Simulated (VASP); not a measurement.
# GaN (wurtzite type) (P6_3mc) in VASP: further runs

The runs below take GaN (wurtzite type) through single point, with PBE.

Program: VASP 6.6.1. These are calculated values, not measurements. Logs are shortened: lines on timing, memory, paths and dates and some standing lists are left out, and cuts for length are marked.

## Step 1: The cell of the first run

Symmetry: P6_3mc, No. 186, hexagonal system. The conventional cell has a = 3.218 Å, b = 3.218 Å, c = 5.243 Å, α = 90.00°, β = 90.00°, γ = 120.00°. Within 2.6 Å of Ga (site symmetry 3m) lie 4 N at 1.97 Å. Within 2.6 Å of N (site symmetry 3m) lie 4 Ga at 1.97 Å.

## Step 2: Single point, PBE

The input, INCAR:

```
SYSTEM = GaN
  ALGO = Normal
  EDIFF = 1E-6
  ENCUT = 520
  GGA = PE
  ISIF = 2
  ISMEAR = -1
  LASPH = .TRUE.
  LCHARG = .FALSE.
  LREAL = .FALSE.
  LWAVE = .FALSE.
  NBANDS = 46
  NELM = 80
  PREC = Accurate
  SIGMA = 0.02
```

The input, KPOINTS:

```
k-points
0
G
  8 5 5
  0 0 0
```

The input, POSCAR:

```
GaN
1.0
   -1.6090931221      2.7870310415      0.0000000000
    0.0000000000      0.0000000000      5.2428332568
    4.8272793662      2.7870310415      0.0000000000
Ga N
4 4
Direct
    0.5000000000      0.9996477750      0.1666666670
    0.0000000000      0.9996477750      0.6666666670
    0.0000000000      0.4996477750      0.3333333330
    0.5000000000      0.4996477750      0.8333333330
    0.5000000000      0.3763522250      0.1666666670
    0.0000000000      0.3763522250      0.6666666670
    0.0000000000      0.8763522250      0.3333333330
    0.5000000000      0.8763522250      0.8333333330
```

Potentials or basis: VASP PAW PBE potentials, release 64 (Ga_d, N).

Launch:

```bash
$ cat potpaw_PBE.64/Ga_d/POTCAR potpaw_PBE.64/N/POTCAR > POTCAR
$ mpirun -np 1 vasp_std > vasp.out
```

OUTCAR:

```text
SYSTEM = GaN
   EDIFF = 1E-6
   ENCUT = 520
   GGA = PE
   ISIF = 2
   ISMEAR = -1
   LASPH = .TRUE.
   LREAL = .FALSE.
   NELM = 80
   PREC = Accurate

 ion  position               nearest neighbor table
   1  0.500  1.000  0.167-   7 1.97   7 1.97   8 1.97   5 1.97
   2  0.000  1.000  0.667-   8 1.97   8 1.97   7 1.97   6 1.97
   3  0.000  0.500  0.333-   5 1.97   5 1.97   6 1.97   7 1.97
   4  0.500  0.500  0.833-   6 1.97   6 1.97   5 1.97   8 1.97
   5  0.500  0.376  0.167-   3 1.97   3 1.97   4 1.97   1 1.97
   6  0.000  0.376  0.667-   4 1.97   4 1.97   3 1.97   2 1.97
   7  0.000  0.876  0.333-   1 1.97   1 1.97   2 1.97   3 1.97
   8  0.500  0.876  0.833-   2 1.97   2 1.97   1 1.97   4 1.97

  LATTYP: Found a simple orthorhombic cell.
 ALAT       =     3.2181862441
 B/A-ratio  =     1.6291267376
 C/A-ratio  =     1.7320508076

  Lattice vectors:

 A1 = (  -1.6090931221,   2.7870310415,   0.0000000000)
 A2 = (   0.0000000000,   0.0000000000,   5.2428332568)
 A3 = (   4.8272793662,   2.7870310415,   0.0000000000)

Analysis of symmetry for initial positions (statically):
=====================================================================
 Subroutine PRICEL returns following result:

  LATTYP: Found a hexagonal cell.
 ALAT       =     3.2181862441
 C/A-ratio  =     1.6291267376

  Lattice vectors:

 A1 = (   1.6090931220,   2.7870310415,   0.0000000000)
 A2 = (  -3.2181862441,   0.0000000000,   0.0000000000)
 A3 = (   0.0000000000,   0.0000000000,   5.2428332568)

   2 primitive cells build up your supercell.

 Routine SETGRP: Setting up the symmetry group for a
 simple orthorhombic supercell.

 Subroutine GETGRP returns: Found  4 space group operations
 (whereof  2 operations were pure point group operations)
 out of a pool of  8 trial point group operations.

The static configuration has the point symmetry C_1h.
 The point group associated with its full space group is C_2v.

Analysis of symmetry for dynamics (positions and initial velocities):
=====================================================================
 Subroutine PRICEL returns following result:

  LATTYP: Found a hexagonal cell.
 ALAT       =     3.2181862441
 C/A-ratio  =     1.6291267376

  Lattice vectors:

 A1 = (   1.6090931220,   2.7870310415,   0.0000000000)
 A2 = (  -3.2181862441,   0.0000000000,   0.0000000000)
 A3 = (   0.0000000000,   0.0000000000,   5.2428332568)

   2 primitive cells build up your supercell.

 Routine SETGRP: Setting up the symmetry group for a
 simple orthorhombic supercell.

 Subroutine GETGRP returns: Found  4 space group operations
 (whereof  2 operations were pure point group operations)
 out of a pool of  8 trial point group operations.

The dynamic configuration has the point symmetry C_1h.
 The point group associated with its full space group is C_2v.

 Subroutine INISYM returns: Found  4 space group operations
 (whereof  2 operations are pure point group operations),
 and found     2 'primitive' translations

----------------------------------------------------------------------------------------

                                     Primitive cell

  volume of cell :      47.0239

  direct lattice vectors                    reciprocal lattice vectors
     1.609093122  2.787031041  0.000000000     0.000000000  0.358804759  0.000000000
    -3.218186244  0.000000000  0.000000000    -0.310734036  0.179402379  0.000000000
     0.000000000  0.000000000  5.242833257     0.000000000  0.000000000  0.190736564

  length of vectors
     3.218186244  3.218186244  5.242833257     0.358804759  0.358804759  0.190736564

  position of ions in fractional coordinates (direct lattice)
     0.666666667  0.333333333  0.999647775
     0.333333333  0.666666667  0.499647775
     0.666666667  0.333333333  0.376352225
     0.333333333  0.666666667  0.876352225

  ion indices of the primitive-cell ions
   primitive index   ion index
                 1           1
                 2           4
                 3           5
                 4           8

----------------------------------------------------------------------------------------

 KPOINTS: k-points

Automatic generation of k-mesh.
 Grid dimensions read from file:
 generate k-points for:    8    5    5

 Generating k-lattice:

  Cartesian coordinates                     Fractional coordinates (reciprocal lattice)
    -0.019420877  0.033637946  0.000000000     0.125000000  0.000000000 -0.000000000
     0.000000000  0.000000000  0.038147313     0.000000000  0.200000000  0.000000000
     0.031073404  0.017940238  0.000000000     0.000000000  0.000000000  0.200000000

  Length of vectors
     0.038841754  0.038147313  0.035880476

  Shift w.r.t. Gamma in fractional coordinates (k-lattice)
     0.000000000  0.000000000  0.000000000

 Subroutine IBZKPT returns following result:
 ===========================================

 Found     45 irreducible k-points:

 Following reciprocal coordinates:
            Coordinates               Weight
  0.000000  0.000000  0.000000      1.000000
  0.125000  0.000000 -0.000000      2.000000
  0.250000  0.000000 -0.000000      2.000000
  0.375000  0.000000 -0.000000      2.000000
  0.500000  0.000000 -0.000000      1.000000
  0.000000  0.200000  0.000000      2.000000
[... 16 lines left out ...]
  0.250000  0.200000  0.200000      8.000000
  0.375000  0.200000  0.200000      8.000000
 [... further k-points ...]
   k-points           NKPTS =     45   k-points in BZ     NKDIM =     45   number of bands    NBANDS=     46
   number of dos      NEDOS =    301   number of ions     NIONS =      8
   total plane-waves  NPLWV =  40320
   dimension x,y,z NGX =    24 NGY =   40 NGZ =   42
   dimension x,y,z NGXF=    48 NGYF=   80 NGZF=   84
   ions per type =               4   4
   NGX,Y,Z   is equivalent  to a cutoff of  12.40, 12.68, 12.53 a.u.
   NGXF,Y,Z  is equivalent  to a cutoff of  24.80, 25.37, 25.05 a.u.
 SYSTEM =  GaN
   PREC   = accura    normal or accurate (medium, high low for compatibility)
   ISTART =      0    job   : 0-new  1-cont  2-samecut
   ICHARG =      2    charge: 1-file 2-atom 10-const
   ISPIN  =      1    spin polarized calculation?
   LNONCOLLINEAR =      F non collinear calculations
   LSORBIT =      F    spin-orbit coupling
   LASPH  =      T    aspherical Exc in radial PAW
   ENCUT  =  520.0 eV  38.22 Ry    6.18 a.u.   5.98  9.75 10.36*2*pi/ulx,y,z
   NELM   =     80;   NELMIN=  2; NELMDL= -5     # of ELM steps
   EDIFF  = 0.1E-05   stopping-criterion for ELM
   LREAL  =      F    real-space projection
   EDIFFG = 0.1E-04   stopping-criterion for IOM
   NSW    =      0    number of steps for IOM
   IBRION =     -1    ionic relax: 0-MD 1-quasi-New 2-CG
   NFREE  =      0    steps in history (QN), initial steepest desc. (CG)
   ISIF   =      2    stress and relaxation
   ISYM   =      2    0-nonsym 1-usesym 2-fastsym
   POTIM  = 0.5000    time-step for ionic-motion
   TEBEG  =    0.0;   TEEND  =   0.0 temperature during run
   PSTRESS=    0.0 pullay stress
   NELECT =      72.0000    total number of electrons
   NUPDOWN=      -1.0000    fix difference up-down
   EMIN   =  10.00;   EMAX   =-10.00  energy-range for DOS
   EFERMI =   0.00;   METHOD = LEGACY
   ISMEAR =    -1;   SIGMA  =   0.02  broadening in eV -4-tet -1-fermi 0-gaus
   EFERMI_NEDOS =   21; number of points for ismear=-14 and -15
   IALGO  =     38    algorithm
   IMIX   =      4    mixing-type and parameters
     AMIX     =   0.40;   BMIX     =  1.00
     AMIX_MAG =   1.60;   BMIX_MAG =  1.00
  volume/ion in A,a.u.               =      11.76        79.33
  Fermi-wavevector in a.u.,A,eV,Ry     =   1.497624  2.830098 30.516184  2.242876
  Thomas-Fermi vector in A             =   2.609488
   LORBIT       =      0    0 simple, 1 ext, 2 COOP (PROOUT), +10 PAW based schemes
   GGA     = PE    functional components
   LHFCALC =     F    Hartree Fock is set to
   AEXX    =    0.0000 exact exchange contribution
   IVDW    =     0    specifies the selected vdW correction
   LEPSILON=     F    determine dielectric tensor
   LRPA    =     F    only Hartree local field effects (RPA)
 non-spin polarized calculation
  energy-cutoff  :      520.00
  volume of cell :       94.05
 maximum number of plane-waves:      2552
 NGX is ok and might be reduce to    24
   NGX = 11   NGY = 19   NGZ = 21

 number of electron      71.9999975 magnetization

 Free energy of the ion-electron system (eV)
  ---------------------------------------------------
  ext. energy  EPLUGINS =         0.00000000
  ---------------------------------------------------
  free energy    TOTEN  =       -48.65530623 eV

  energy without entropy =      -48.65530623  energy(sigma->0) =      -48.65530623

 E-fermi :   5.4453     XC(G=0): -11.5160

 val. band max:        5.0107301320   @ k =   0.0000   0.0000   0.0000
 cond. band min:       6.7277051945   @ k =   0.0000   0.0000   0.0000
 fundamental gap:      1.7169750625
 Fermi energy:         5.4452909115

 k-point     1 :       0.0000    0.0000    0.0000
  band No.  band energies     occupation
      1     -10.7262      2.00000
      2      -9.9094      2.00000
      3      -9.9023      2.00000
      4      -9.7571      2.00000
      5      -8.4100      2.00000
      6      -8.3955      2.00000
[... 38 lines left out ...]
     45      14.7407      0.00000
     46      15.1785      0.00000

 k-point     2 :       0.1250    0.0000   -0.0000
  band No.  band energies     occupation
      1     -10.6193      2.00000
      2      -9.8824      2.00000
      3      -9.8766      2.00000
      4      -9.7586      2.00000
      5      -8.3985      2.00000
      6      -8.3806      2.00000
[... 38 lines left out ...]
     45      14.7672      0.00000
     46      15.0933      0.00000

 k-point     3 :       0.2500    0.0000   -0.0000
  band No.  band energies     occupation
      1     -10.3533      2.00000
      2      -9.8249      2.00000
      3      -9.8222      2.00000
      4      -9.7702      2.00000
      5      -8.3901      2.00000
      6      -8.3611      2.00000
[... 1018 lines left out ...]
     45      14.1292      0.00000
     46      14.3391      0.00000

 k-point    24 :       0.3750    0.2000    0.2000
  band No.  band energies     occupation
      1      -9.9996      2.00000
      2      -9.8217      2.00000
      3      -9.7792      2.00000
      4      -9.7575      2.00000
      5      -8.3617      2.00000
      6      -8.3419      2.00000
[... 38 lines left out ...]
     45      14.2286      0.00000
     46      14.5350      0.00000

 [... further k-points ...]

------------------------ aborting loop because EDIFF is reached ----------------------------------------

  FORCE on cell =-STRESS in cart. coord.  units (eV):
  Direction    XX          YY          ZZ          XY          YZ          ZX
  --------------------------------------------------------------------------------------
  -------------------------------------------------------------------------------------
  Total        0.0918940      0.0927370      0.1128407     -0.0007300      0.0000000      0.0000000
  in kB        1.5654842      1.5798451      1.9223267     -0.0124369      0.0000000      0.0000000
  external PRESSURE =       1.6892187 kB  Pullay stress =       0.0000000 kB

 VOLUME and BASIS-vectors are now :
 -----------------------------------------------------------------------------
  energy-cutoff  :      520.00
  volume of cell :       94.05
      direct lattice vectors                 reciprocal lattice vectors
    -1.609093122  2.787031042  0.000000000    -0.155367018  0.269103569  0.000000000
     0.000000000  0.000000000  5.242833257     0.000000000  0.000000000  0.190736564
     4.827279366  2.787031042  0.000000000     0.155367018  0.089701190  0.000000000

 POSITION                                       TOTAL-FORCE (eV/Angst)
 -----------------------------------------------------------------------------------
      0.00000      1.85802      5.24099         0.000278      0.000161     -0.001482
      3.21819      1.85802      5.24099         0.000278      0.000161     -0.001482
      1.60909      0.92901      2.61957        -0.000278     -0.000161     -0.001482
      3.21819      3.71604      2.61957        -0.000278     -0.000161     -0.001482
      0.00000      1.85802      1.97315         0.000066      0.000038      0.001482
      3.21819      1.85802      1.97315         0.000066      0.000038      0.001482
      1.60909      0.92901      4.59457        -0.000066     -0.000038      0.001482
      3.21819      3.71604      4.59457        -0.000066     -0.000038      0.001482
 -----------------------------------------------------------------------------------
    total drift:                               -0.000012     -0.000007     -0.001993

  FREE ENERGIE OF THE ION-ELECTRON SYSTEM (eV)
  ---------------------------------------------------
  free  energy   TOTEN  =       -48.6553062262 eV

  energy  without entropy=      -48.6553062262  energy(sigma->0) =      -48.65530623
```

Run time: 4.7 min. Hardware: 1 thread of AMD EPYC 7R13, shared host; peak memory 0.25 GiB.

Results:

```
Free energy            : -48.6553 eV
Pressure               : 0.2 GPa
Band gap on the k mesh : 1.72 eV
```

[end of part 1 of 2]
